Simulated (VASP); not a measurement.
# Te (R-3m) in VASP: a series of runs, part 2 of 2

VASP 6.6.1.

### Step 3. Single point, LDA

INCAR

```
SYSTEM = Te
ALGO = Normal
EDIFF = 1E-6
ENCUT = 500
GGA_COMPAT = .False.
ISIF = 2
ISMEAR = -1
LASPH = .True.
LCHARG = .False.
LREAL = .False.
LWAVE = .False.
NBANDS = 9
NELM = 120
PREC = Accurate
SIGMA = 0.1
```

KPOINTS

```
k-points
0
Gamma
  7 7 7
  0 0 0
```

POSCAR

```
Te
1.0
    3.1541900000      0.0000000000      0.0000000000
   -0.2173209829      3.1466944794      0.0000000000
   -0.2173209829     -0.2328475438      3.1380675850
Te
1
Direct
    0.5000000000      0.5000000000      0.5000000000
```

Potentials or basis: VASP PAW LDA potentials, release 64 (Te).

On the command line:

```console
> cat potpaw_LDA.64/Te/POTCAR > POTCAR
> mpirun -np 1 vasp_std > vasp.out
```

OUTCAR:

```text
SYSTEM = Te
   EDIFF = 1E-6
   ENCUT = 500
   ISIF = 2
   ISMEAR = -1
   LASPH = .True.
   LREAL = .False.
   NELM = 120
   PREC = Accurate

 ion  position               nearest neighbor table
   1  0.500  0.500  0.500-

  LATTYP: Found a trigonal (rhomboedric) cell.
 ALAT       =     3.1541900000
 COS(alpha) =    -0.0688991414

  Lattice vectors:

 A1 = (   3.1541900000,   0.0000000000,   0.0000000000)
 A2 = (  -0.2173209829,   3.1466944794,   0.0000000000)
 A3 = (  -0.2173209829,  -0.2328475438,   3.1380675850)

Analysis of symmetry for initial positions (statically):
=====================================================================
 Subroutine PRICEL returns:
 Original cell was already a primitive cell.

 Routine SETGRP: Setting up the symmetry group for a
 trigonal (rhombohedral) supercell.

 Subroutine GETGRP returns: Found 12 space group operations
 (whereof 12 operations were pure point group operations)
 out of a pool of 12 trial point group operations.

The static configuration has the point symmetry D_3d.

Analysis of symmetry for dynamics (positions and initial velocities):
=====================================================================
 Subroutine PRICEL returns:
 Original cell was already a primitive cell.

 Routine SETGRP: Setting up the symmetry group for a
 trigonal (rhombohedral) supercell.

 Subroutine GETGRP returns: Found 12 space group operations
 (whereof 12 operations were pure point group operations)
 out of a pool of 12 trial point group operations.

The dynamic configuration has the point symmetry D_3d.

 Subroutine INISYM returns: Found 12 space group operations
 (whereof 12 operations are pure point group operations),
 and found     1 'primitive' translations

----------------------------------------------------------------------------------------

                                     Primitive cell

  volume of cell :      31.1462

  direct lattice vectors                    reciprocal lattice vectors
     3.154190000  0.000000000  0.000000000     0.317038606  0.021895720  0.023580597
    -0.217320983  3.146694479  0.000000000     0.000000000  0.317793801  0.023580597
    -0.217320983 -0.232847544  3.138067585     0.000000000  0.000000000  0.318667452

  length of vectors
     3.154190000  3.154190000  3.154190000     0.318667452  0.318667452  0.318667452

  position of ions in fractional coordinates (direct lattice)
     0.500000000  0.500000000  0.500000000

  ion indices of the primitive-cell ions
   primitive index   ion index
                 1           1

----------------------------------------------------------------------------------------

 KPOINTS: k-points

Automatic generation of k-mesh.
 Grid dimensions read from file:
 generate k-points for:    7    7    7

 Generating k-lattice:

  Cartesian coordinates                     Fractional coordinates (reciprocal lattice)
     0.045291229  0.003127960  0.003368657     0.142857143  0.000000000  0.000000000
     0.000000000  0.045399114  0.003368657     0.000000000  0.142857143  0.000000000
     0.000000000  0.000000000  0.045523922     0.000000000  0.000000000  0.142857143

  Length of vectors
     0.045523922  0.045523922  0.045523922

  Shift w.r.t. Gamma in fractional coordinates (k-lattice)
     0.000000000  0.000000000  0.000000000

 Subroutine IBZKPT returns following result:
 ===========================================

 Found     44 irreducible k-points:

 Following reciprocal coordinates:
            Coordinates               Weight
  0.000000  0.000000  0.000000      1.000000
  0.142857  0.000000  0.000000      6.000000
  0.285714  0.000000  0.000000      6.000000
  0.428571  0.000000  0.000000      6.000000
  0.142857  0.142857  0.000000      6.000000
  0.285714  0.142857  0.000000     12.000000
[... 16 lines left out ...]
  0.285714  0.285714  0.142857      6.000000
  0.428571  0.285714  0.142857     12.000000
 [... further k-points ...]
   k-points           NKPTS =     44   k-points in BZ     NKDIM =     44   number of bands    NBANDS=      9
   number of dos      NEDOS =    301   number of ions     NIONS =      1
   total plane-waves  NPLWV =  13824
   dimension x,y,z NGX =    24 NGY =   24 NGZ =   24
   dimension x,y,z NGXF=    48 NGYF=   48 NGZF=   48
   ions per type =               1
   NGX,Y,Z   is equivalent  to a cutoff of  12.65, 12.65, 12.65 a.u.
   NGXF,Y,Z  is equivalent  to a cutoff of  25.30, 25.30, 25.30 a.u.
 SYSTEM =  Te
   PREC   = accura    normal or accurate (medium, high low for compatibility)
   ISTART =      0    job   : 0-new  1-cont  2-samecut
   ICHARG =      2    charge: 1-file 2-atom 10-const
   ISPIN  =      1    spin polarized calculation?
   LNONCOLLINEAR =      F non collinear calculations
   LSORBIT =      F    spin-orbit coupling
   LASPH  =      T    aspherical Exc in radial PAW
   ENCUT  =  500.0 eV  36.75 Ry    6.06 a.u.   5.75  5.75  5.75*2*pi/ulx,y,z
   NELM   =    120;   NELMIN=  2; NELMDL= -5     # of ELM steps
   EDIFF  = 0.1E-05   stopping-criterion for ELM
   LREAL  =      F    real-space projection
   EDIFFG = 0.1E-04   stopping-criterion for IOM
   NSW    =      0    number of steps for IOM
   IBRION =     -1    ionic relax: 0-MD 1-quasi-New 2-CG
   NFREE  =      0    steps in history (QN), initial steepest desc. (CG)
   ISIF   =      2    stress and relaxation
   ISYM   =      2    0-nonsym 1-usesym 2-fastsym
   POTIM  = 0.5000    time-step for ionic-motion
   TEBEG  =    0.0;   TEEND  =   0.0 temperature during run
   PSTRESS=    0.0 pullay stress
   NELECT =       6.0000    total number of electrons
   NUPDOWN=      -1.0000    fix difference up-down
   EMIN   =  10.00;   EMAX   =-10.00  energy-range for DOS
   EFERMI =   0.00;   METHOD = LEGACY
   ISMEAR =    -1;   SIGMA  =   0.10  broadening in eV -4-tet -1-fermi 0-gaus
   EFERMI_NEDOS =   21; number of points for ismear=-14 and -15
   IALGO  =     38    algorithm
   IMIX   =      4    mixing-type and parameters
     AMIX     =   0.40;   BMIX     =  1.00
     AMIX_MAG =   1.60;   BMIX_MAG =  1.00
  volume/ion in A,a.u.               =      31.15       210.18
  Fermi-wavevector in a.u.,A,eV,Ry     =   0.945490  1.786717 12.162950  0.893952
  Thomas-Fermi vector in A             =   2.073397
   LORBIT       =      0    0 simple, 1 ext, 2 COOP (PROOUT), +10 PAW based schemes
   GGA     = CA    functional components
   LHFCALC =     F    Hartree Fock is set to
   AEXX    =    0.0000 exact exchange contribution
   IVDW    =     0    specifies the selected vdW correction
   LEPSILON=     F    determine dielectric tensor
   LRPA    =     F    only Hartree local field effects (RPA)
 non-spin polarized calculation
  energy-cutoff  :      500.00
  volume of cell :       31.15
 maximum number of plane-waves:       805
   NGX = 11   NGY = 11   NGZ = 11

 number of electron       5.9999999 magnetization

 Free energy of the ion-electron system (eV)
  ---------------------------------------------------
  ext. energy  EPLUGINS =         0.00000000
  ---------------------------------------------------
  free energy    TOTEN  =        -3.76003764 eV

  energy without entropy =       -3.73934250  energy(sigma->0) =       -3.74969007

 E-fermi :   7.0324     XC(G=0):  -9.7108

 val. band max:        6.8822165253   @ k =  -0.1429   0.1429   0.1429
 cond. band min:       7.0849463207   @ k =  -0.2857   0.1429   0.0000
 fundamental gap:      0.2027297955
 Fermi energy:         7.0323546801

 k-point     1 :       0.0000    0.0000    0.0000
  band No.  band energies     occupation
      1      -7.0523      2.00000
      2       7.8857      0.00039
      3       8.3515      0.00000
      4       8.3515      0.00000
      5      13.0172      0.00000
      6      13.0172      0.00000
      7      13.5083      0.00000
      8      23.7298      0.00000
      9      23.8082      0.00000

 k-point     2 :       0.1429    0.0000    0.0000
  band No.  band energies     occupation
      1      -6.8001      2.00000
      2       5.9566      1.99996
      3       8.2593      0.00001
      4       8.5584      0.00000
      5      13.2522      0.00000
      6      13.6059      0.00000
      7      15.8700      0.00000
      8      20.9260      0.00000
      9      21.0358      0.00000
[... 253 lines left out ...]
 k-point    24 :       0.4286    0.2857    0.1429
  band No.  band energies     occupation
      1      -4.0285      2.00000
      2       1.9429      2.00000
      3       4.5140      2.00000
      4       7.8920      0.00037
      5      11.5807      0.00000
      6      15.1581      0.00000
      7      17.8596      0.00000
      8      19.5525      0.00000
      9      22.7218      0.00000

 [... further k-points ...]
[... 5 lines left out ...]
  --------------------------------------------------------------------------------------
  -------------------------------------------------------------------------------------
  Total       -0.2664379     -0.2624446     -0.2574939      0.0289109      0.0333601      0.0311356
  in kB      -13.7057210    -13.5003003    -13.2456336      1.4871924      1.7160610      1.6016319
  external PRESSURE =     -13.4838850 kB  Pullay stress =       0.0000000 kB

 VOLUME and BASIS-vectors are now :
 -----------------------------------------------------------------------------
  energy-cutoff  :      500.00
  volume of cell :       31.15
      direct lattice vectors                 reciprocal lattice vectors
     3.154190000  0.000000000  0.000000000     0.317038606  0.021895720  0.023580597
    -0.217320983  3.146694479  0.000000000     0.000000000  0.317793801  0.023580597
    -0.217320983 -0.232847544  3.138067585     0.000000000  0.000000000  0.318667452

 POSITION                                       TOTAL-FORCE (eV/Angst)
 -----------------------------------------------------------------------------------
      1.35977      1.45692      1.56903         0.000000      0.000000      0.000000
 -----------------------------------------------------------------------------------
    total drift:                                0.000000     -0.000000     -0.000000

  FREE ENERGIE OF THE ION-ELECTRON SYSTEM (eV)
  ---------------------------------------------------
  free  energy   TOTEN  =        -3.7600376439 eV

  energy  without entropy=       -3.7393424960  energy(sigma->0) =       -3.74969007
```

OSZICAR:

```text
N       E                     dE             d eps       ncg     rms          rms(c)
DAV:   1     0.173310167324E+02    0.17331E+02   -0.24854E+03   792   0.519E+02
DAV:   2    -0.314701197589E+01   -0.20478E+02   -0.19526E+02  1036   0.710E+01
DAV:   3    -0.375706701263E+01   -0.61006E+00   -0.60749E+00   988   0.155E+01
DAV:   4    -0.376228030676E+01   -0.52133E-02   -0.52130E-02  1071   0.163E+00
DAV:   5    -0.376232514577E+01   -0.44839E-04   -0.44840E-04  1033   0.125E-01    0.760E+00
DAV:   6    -0.376083438797E+01    0.14908E-02   -0.71009E-04   974   0.132E-01    0.464E+00
DAV:   7    -0.376004792510E+01    0.78646E-03   -0.14297E-03   859   0.190E-01    0.108E-01
DAV:   8    -0.376003727269E+01    0.10652E-04   -0.57963E-05   908   0.434E-02    0.324E-02
DAV:   9    -0.376003764391E+01   -0.37121E-06   -0.37021E-06  1031   0.103E-02
   1 F= -.37600376E+01 E0= -.37496901E+01  d E =-.206951E-01
```

stdout:

```text
POSCAR found type information on POSCAR Te
 POSCAR found :  1 types and       1 ions
 scaLAPACK will be used
 LDA part: xc-table for (Slater(with rela. corr.)+CA(PZ))
 , standard interpolation
 POSCAR, INCAR and KPOINTS ok, starting setup
 FFT: planning ... GRIDC
 FFT: planning ... GRID_SOFT
 FFT: planning ... GRID
 WAVECAR not read
 entering main loop
```

Wall time 4.3 s (1 thread of Intel Xeon Platinum 8559C (Emerald Rapids), shared host); peak memory 0.12 GiB.

Results:

* Free energy: -3.7600 eV
* Pressure: -1.3 GPa
* Band gap on the k mesh: zero (band 3 reaches 9.28 eV, above the bottom of band 4 at 4.45 eV)

Caveat: spin-orbit coupling is left out, which moves the levels of the heavy elements.
